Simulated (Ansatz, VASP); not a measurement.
One calculation of B3Pd, two programs

```
B Pd
1.0
     3.70353    0.00000    0.00000
    -1.85176    3.20735    0.00000
     0.00000    0.00000    4.15628
B Pd
3 1
Direct
  0.33333 0.66667 0.50000
  0.66667 0.33333 0.50000
  0.00000 0.00000 0.00000
  0.00000 0.00000 0.50000
```

Alike in both runs: functional PBE; k mesh 6 × 6 × 5; occupations gaussian, width 0.2 eV; no spin polarisation.

Ansatz relaxed the structure, and its values are those at the end. VASP's run is a single point on that final structure, the one shown.

|  | VASP | Ansatz |
| --- | --- | --- |
| version | VASP 6.6.1 | Ansatz 0.2.0 |
| potentials or method | VASP PAW PBE potentials, release 64 (B, Pd), cutoff 500 eV | scalar-relativistic, plane waves, PAW |
| valence electrons in the cell | 19 | 27 |

|  | VASP | Ansatz | Ansatz less VASP |
| --- | --- | --- | --- |
| gap on the k mesh at the Fermi level (eV) | none | none | - |
| pressure (GPa) | 0.4 | 0.5 | +0.03 |

A gap of «none» marks a metal or a gap that the smearing closes. VASP's potentials hold 19 valence electrons a cell and Ansatz's 27, so a difference there can come from the potentials and not from the codes.
